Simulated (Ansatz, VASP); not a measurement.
Bi: VASP beside Ansatz

```
Bi
1.0
     4.58439    0.00000    0.00000
    -2.29220    3.97020    0.00000
     0.00000    0.00000   11.82900
Bi
2
Direct
  0.33333 0.66667 0.25000
  0.66667 0.33333 0.75000
```

Change from the starting cell: equal xx and yy strain of +1 %.

Alike in both runs: task single point; functional PBEsol; k mesh 9 × 9 × 3; occupations fermi-dirac, width 0.03 eV; no spin polarisation.

|  | VASP | Ansatz |
| --- | --- | --- |
| version | VASP 6.6.1 | Ansatz 0.2.0 |
| potentials or method | VASP PAW PBE potentials, release 64 (Bi_d), cutoff 520 eV | all-electron LAPW, scalar-relativistic |

```tsv
	VASP	Ansatz	Ansatz less VASP
pressure (GPa)	-3.4	-3.4	+0.02
traceless stress, the component that is largest in VASP (GPa)	3.02	3.02	+0.002
```

VASP's potentials were made for PBE, not for PBEsol. Ansatz ran all-electron here, and VASP with PAW potentials.

Neither program's run includes spin-orbit coupling.
